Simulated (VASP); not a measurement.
# CaB2 (P2/m) in VASP: notebook

The runs below take CaB2 through single point, with PBE.

Program: VASP 6.6.1. These are calculated values, not measurements. Logs are shortened: lines on timing, memory, paths and dates and some standing lists are left out, and cuts for length are marked.

## (1) The cell of the first run

The structure is monoclinic, space group P2/m (No. 10). The conventional cell has a = 3.205 Å, b = 4.067 Å, c = 3.227 Å, α = 90.00°, β = 119.35°, γ = 90.00°. Ca (site symmetry 2/m) has 12 B at 2.75 to 2.77 Å and 6 Ca at 3.21 to 3.25 Å within 3.6 Å. Within 2.5 Å of B (site symmetry m) lie 3 B at 1.85 to 1.87 Å.

## (2) Single point, PBE

INCAR reads:

```
ALGO     = Normal         # electronic algorithm
EDIFF    = 1E-6           # SCF threshold, eV
ENCUT    = 520            # plane-wave cutoff, eV
GGA      = PE             # functional
ISIF     = 2              # what is computed and relaxed
ISMEAR   = -1             # smearing method
LASPH    = True           # aspherical terms in the spheres
LCHARG   = False          # write CHGCAR
LREAL    = False          # projectors in reciprocal space
LWAVE    = False          # write WAVECAR
NBANDS   = 15             # bands
NELM     = 60             # most SCF steps
PREC     = Accurate       # precision mode
SIGMA    = 0.1            # smearing width, eV
```

KPOINTS reads:

```
k-points
0
Gamma
  12 12 9
```

POSCAR reads:

```
CaB2
1.0
    3.2264300000      0.0241982250      0.0000000000
   -1.5922587175      2.7820718875      0.0000000000
    0.0000000000      0.0000000000      4.0673920000
Ca B
1 2
Direct
    0.0000000000      0.0000000000      0.0000000000
    0.3333333333      0.6666666667      0.5000000000
    0.6666666667      0.3333333333      0.5000000000
```

Potentials or basis: VASP PAW PBE potentials, release 64 (Ca_sv, B).

The run is started by

```console
cat potpaw_PBE.64/Ca_sv/POTCAR potpaw_PBE.64/B/POTCAR > POTCAR
mpirun -np 1 vasp_std > vasp.out
```

OUTCAR:

```text
EDIFF = 1E-6
   ENCUT = 520
   GGA = PE
   ISIF = 2
   ISMEAR = -1
   LASPH = True
   LREAL = False
   NELM = 60
   PREC = Accurate

 ion  position               nearest neighbor table
   1  0.000  0.000  0.000-
   2  0.333  0.667  0.500-   3 1.85   3 1.86   3 1.87
   3  0.667  0.333  0.500-   2 1.85   2 1.86   2 1.87

  Warning from LATTYP: Monoclinic adjustment (A1->A3, A2->A1, A3->A2)!
  LATTYP: Found a simple monoclinic cell.
 ALAT       =     3.2054971238
 B/A-ratio  =     1.2688802526
 C/A-ratio  =     1.0065586140
 COS(beta)  =    -0.4902044594

  Lattice vectors:

 A1 = (  -1.5922587175,   2.7820718875,   0.0000000000)
 A2 = (   0.0000000000,   0.0000000000,   4.0673920000)
 A3 = (   3.2264300000,   0.0241982250,   0.0000000000)

Analysis of symmetry for initial positions (statically):
=====================================================================
 Subroutine PRICEL returns:
 Original cell was already a primitive cell.

 Routine SETGRP: Setting up the symmetry group for a
 simple monoclinic supercell.

 Subroutine GETGRP returns: Found  4 space group operations
 (whereof  4 operations were pure point group operations)
 out of a pool of  4 trial point group operations.

The static configuration has the point symmetry C_2h.

Analysis of symmetry for dynamics (positions and initial velocities):
=====================================================================
 Subroutine PRICEL returns:
 Original cell was already a primitive cell.

 Routine SETGRP: Setting up the symmetry group for a
 simple monoclinic supercell.

 Subroutine GETGRP returns: Found  4 space group operations
 (whereof  4 operations were pure point group operations)
 out of a pool of  4 trial point group operations.

The dynamic configuration has the point symmetry C_2h.

 Subroutine INISYM returns: Found  4 space group operations
 (whereof  4 operations are pure point group operations),
 and found     1 'primitive' translations

----------------------------------------------------------------------------------------

                                     Primitive cell

  volume of cell :      36.6663

  direct lattice vectors                    reciprocal lattice vectors
     3.226430000  0.024198225  0.000000000     0.308615369  0.176629336  0.000000000
    -1.592258718  2.782071887  0.000000000    -0.002684310  0.357908035  0.000000000
     0.000000000  0.000000000  4.067392000     0.000000000  0.000000000  0.245857788

  length of vectors
     3.226520742  3.205497124  4.067392000     0.355585950  0.357918101  0.245857788

  position of ions in fractional coordinates (direct lattice)
     0.000000000  0.000000000  0.000000000
     0.333333333  0.666666667  0.500000000
     0.666666667  0.333333333  0.500000000

  ion indices of the primitive-cell ions
   primitive index   ion index
                 1           1
                 2           2
                 3           3

----------------------------------------------------------------------------------------

 KPOINTS: k-points

Automatic generation of k-mesh.
 Grid dimensions read from file:
 generate k-points for:   12   12    9

 Generating k-lattice:

  Cartesian coordinates                     Fractional coordinates (reciprocal lattice)
     0.025717947  0.014719111  0.000000000     0.083333333  0.000000000  0.000000000
    -0.000223693  0.029825670  0.000000000     0.000000000  0.083333333  0.000000000
     0.000000000  0.000000000  0.027317532     0.000000000  0.000000000  0.111111111

  Length of vectors
     0.029632163  0.029826508  0.027317532

  Shift w.r.t. Gamma in fractional coordinates (k-lattice)
     0.000000000  0.000000000  0.000000000

 Subroutine IBZKPT returns following result:
 ===========================================

 Found    370 irreducible k-points:

 Following reciprocal coordinates:
            Coordinates               Weight
  0.000000  0.000000  0.000000      1.000000
  0.083333 -0.000000  0.000000      2.000000
  0.166667  0.000000  0.000000      2.000000
  0.250000  0.000000  0.000000      2.000000
  0.333333  0.000000  0.000000      2.000000
  0.416667  0.000000  0.000000      2.000000
[... 16 lines left out ...]
  0.250000  0.166667  0.000000      2.000000
  0.333333  0.166667  0.000000      2.000000
 [... further k-points ...]
   k-points           NKPTS =    370   k-points in BZ     NKDIM =    370   number of bands    NBANDS=     15
   number of dos      NEDOS =    301   number of ions     NIONS =      3
   total plane-waves  NPLWV =  17280
   dimension x,y,z NGX =    24 NGY =   24 NGZ =   30
   dimension x,y,z NGXF=    48 NGYF=   48 NGZF=   60
   ions per type =               1   2
   NGX,Y,Z   is equivalent  to a cutoff of  12.37, 12.45, 12.26 a.u.
   NGXF,Y,Z  is equivalent  to a cutoff of  24.73, 24.89, 24.52 a.u.
 SYSTEM =  unknown system
   PREC   = accura    normal or accurate (medium, high low for compatibility)
   ISTART =      0    job   : 0-new  1-cont  2-samecut
   ICHARG =      2    charge: 1-file 2-atom 10-const
   ISPIN  =      1    spin polarized calculation?
   LNONCOLLINEAR =      F non collinear calculations
   LSORBIT =      F    spin-orbit coupling
   LASPH  =      T    aspherical Exc in radial PAW
   ENCUT  =  520.0 eV  38.22 Ry    6.18 a.u.   6.00  5.96  7.56*2*pi/ulx,y,z
   NELM   =     60;   NELMIN=  2; NELMDL= -5     # of ELM steps
   EDIFF  = 0.1E-05   stopping-criterion for ELM
   LREAL  =      F    real-space projection
   EDIFFG = 0.1E-04   stopping-criterion for IOM
   NSW    =      0    number of steps for IOM
   IBRION =     -1    ionic relax: 0-MD 1-quasi-New 2-CG
   NFREE  =      0    steps in history (QN), initial steepest desc. (CG)
   ISIF   =      2    stress and relaxation
   ISYM   =      2    0-nonsym 1-usesym 2-fastsym
   POTIM  = 0.5000    time-step for ionic-motion
   TEBEG  =    0.0;   TEEND  =   0.0 temperature during run
   PSTRESS=    0.0 pullay stress
   NELECT =      16.0000    total number of electrons
   NUPDOWN=      -1.0000    fix difference up-down
   EMIN   =  10.00;   EMAX   =-10.00  energy-range for DOS
   EFERMI =   0.00;   METHOD = LEGACY
   ISMEAR =    -1;   SIGMA  =   0.10  broadening in eV -4-tet -1-fermi 0-gaus
   EFERMI_NEDOS =   21; number of points for ismear=-14 and -15
   IALGO  =     38    algorithm
   IMIX   =      4    mixing-type and parameters
     AMIX     =   0.40;   BMIX     =  1.00
     AMIX_MAG =   1.60;   BMIX_MAG =  1.00
  volume/ion in A,a.u.               =      12.22        82.48
  Fermi-wavevector in a.u.,A,eV,Ry     =   1.241726  2.346522 20.978608  1.541884
  Thomas-Fermi vector in A             =   2.376112
   LORBIT       =      0    0 simple, 1 ext, 2 COOP (PROOUT), +10 PAW based schemes
   GGA     = PE    functional components
   LHFCALC =     F    Hartree Fock is set to
   AEXX    =    0.0000 exact exchange contribution
   IVDW    =     0    specifies the selected vdW correction
   LEPSILON=     F    determine dielectric tensor
   LRPA    =     F    only Hartree local field effects (RPA)
 non-spin polarized calculation
  energy-cutoff  :      520.00
  volume of cell :       36.67
 maximum number of plane-waves:      1003
   NGX = 11   NGY = 11   NGZ = 15

 number of electron      16.0000003 magnetization

 Free energy of the ion-electron system (eV)
  ---------------------------------------------------
  ext. energy  EPLUGINS =         0.00000000
  ---------------------------------------------------
  free energy    TOTEN  =       -15.75327110 eV

  energy without entropy =      -15.71950433  energy(sigma->0) =      -15.73638772

 E-fermi :   4.6434     XC(G=0): -10.8137

 val. band max:        4.6322667037   @ k =   0.0833   0.0833   0.4444
 cond. band min:       4.6443348400   @ k =   0.3333   0.3333   0.0000
 fundamental gap:      0.0120681363
 Fermi energy:         4.6433864932

 k-point     1 :       0.0000    0.0000    0.0000
  band No.  band energies     occupation
      1     -35.0636      2.00000
      2     -16.0650      2.00000
      3     -15.8586      2.00000
      4     -15.8506      2.00000
      5      -5.7760      2.00000
      6       2.8504      2.00000
      7       4.9415      0.09656
      8       5.0311      0.04058
      9       5.0780      0.02558
     10       9.9989      0.00000
     11      10.1377      0.00000
     12      10.8963      0.00000
     13      10.9391      0.00000
     14      11.3909      0.00000
     15      11.6477      0.00000

 k-point     2 :       0.0833   -0.0000    0.0000
  band No.  band energies     occupation
      1     -35.0564      2.00000
      2     -16.0547      2.00000
      3     -15.9122      2.00000
      4     -15.8618      2.00000
      5      -5.6570      2.00000
      6       2.8577      2.00000
      7       4.4474      1.75297
      8       4.9104      0.12954
      9       5.2244      0.00598
     10       9.6421      0.00000
     11      10.0700      0.00000
     12      10.8664      0.00000
     13      10.8838      0.00000
     14      11.6697      0.00000
     15      11.9885      0.00000

 k-point     3 :       0.1667    0.0000    0.0000
  band No.  band energies     occupation
      1     -35.0366      2.00000
      2     -16.0567      2.00000
      3     -16.0264      2.00000
      4     -15.8910      2.00000
      5      -5.3084      2.00000
      6       2.8868      2.00000
      7       3.2951      2.00000
      8       4.5943      1.24049
      9       5.6156      0.00012
     10       9.0086      0.00000
     11      10.1826      0.00000
     12      10.5652      0.00000
     13      10.6848      0.00000
     14      11.6375      0.00000
     15      12.5637      0.00000
[... 343 lines left out ...]
 k-point    23 :       0.2500    0.1667    0.0000
  band No.  band energies     occupation
      1     -34.9716      2.00000
      2     -16.4186      2.00000
      3     -16.0740      2.00000
      4     -15.9332      2.00000
      5      -3.7020      2.00000
      6       0.6527      2.00000
      7       2.4446      2.00000
      8       3.2318      2.00000
      9       7.1346      0.00000
     10       7.4615      0.00000
     11       8.3957      0.00000
     12      11.7725      0.00000
     13      11.9434      0.00000
     14      12.3431      0.00000
     15      12.9503      0.00000

 k-point    24 :       0.3333    0.1667    0.0000
  band No.  band energies     occupation
      1     -34.9538      2.00000
      2     -16.5089      2.00000
      3     -16.1258      2.00000
      4     -15.9078      2.00000
      5      -2.8258      2.00000
      6      -0.5117      2.00000
      7       2.0784      2.00000
      8       3.4557      1.99999
      9       6.6649      0.00000
     10       7.0516      0.00000
     11       9.1591      0.00000
     12      11.7504      0.00000
     13      11.7610      0.00000
     14      13.1632      0.00000
     15      13.5979      0.00000

 [... further k-points ...]

------------------------ aborting loop because EDIFF is reached ----------------------------------------

  FORCE on cell =-STRESS in cart. coord.  units (eV):
  Direction    XX          YY          ZZ          XY          YZ          ZX
  --------------------------------------------------------------------------------------
  -------------------------------------------------------------------------------------
  Total       -0.1141256     -0.1233984      0.1425267     -0.3954310      0.0000000      0.0000000
  in kB       -4.9868544     -5.3920431      6.2278743    -17.2788362      0.0000000      0.0000000
  external PRESSURE =      -1.3836744 kB  Pullay stress =       0.0000000 kB

 VOLUME and BASIS-vectors are now :
 -----------------------------------------------------------------------------
  energy-cutoff  :      520.00
  volume of cell :       36.67
      direct lattice vectors                 reciprocal lattice vectors
     3.226430000  0.024198225  0.000000000     0.308615369  0.176629336  0.000000000
    -1.592258718  2.782071887  0.000000000    -0.002684310  0.357908035  0.000000000
     0.000000000  0.000000000  4.067392000     0.000000000  0.000000000  0.245857788

 POSITION                                       TOTAL-FORCE (eV/Angst)
 -----------------------------------------------------------------------------------
      0.00000      0.00000      0.00000        -0.000000     -0.000000      0.000000
      0.01397      1.86278      2.03370         0.026628     -0.002974     -0.000000
      1.62020      0.94349      2.03370        -0.026628      0.002974      0.000000
 -----------------------------------------------------------------------------------
    total drift:                               -0.000000      0.000000      0.000000

  FREE ENERGIE OF THE ION-ELECTRON SYSTEM (eV)
  ---------------------------------------------------
  free  energy   TOTEN  =       -15.7532711007 eV

  energy  without entropy=      -15.7195043314  energy(sigma->0) =      -15.73638772
```

Wall time 2.2 min (1 thread of Intel Xeon 8259CL, shared host); peak memory 0.31 GiB.

What came out:

```yaml
Free_energy: -15.7533 eV
Pressure: -0.1 GPa
Largest_force: 0.027 eV/Å
Band_gap_on_the_k_mesh: zero (bands 8 and 9 overlap by 1.69 eV)
```

Forces on the atoms (eV/Å):
```
Ca   0.000  0.000  0.000
B    0.027 -0.003  0.000
B   -0.027  0.003  0.000
```

Stress tensor (GPa, compression positive):
```
-0.50 -1.73  0.00
-1.73 -0.54  0.00
 0.00  0.00  0.62
```

Levels at points of the mesh, in eV from the Fermi level:
```
           k point  band 5  band 6  band 7  band 8  band 9  band 10  band 11  band 12
(0.00, 0.00, 0.00)  -10.42   -1.79    0.30    0.39    0.43     5.36     5.49     6.25
(0.50, 0.00, 0.00)   -6.93   -6.36   -1.44   -1.10    1.06     3.17     5.37     6.42
(0.00, 0.50, 0.00)   -6.86   -6.36   -1.40   -1.18    1.01     3.14     5.31     6.29
(0.50, 0.50, 0.00)   -6.79   -6.36   -1.37   -1.27    0.97     3.11     5.25     6.16
```

[end of part 1 of 2]
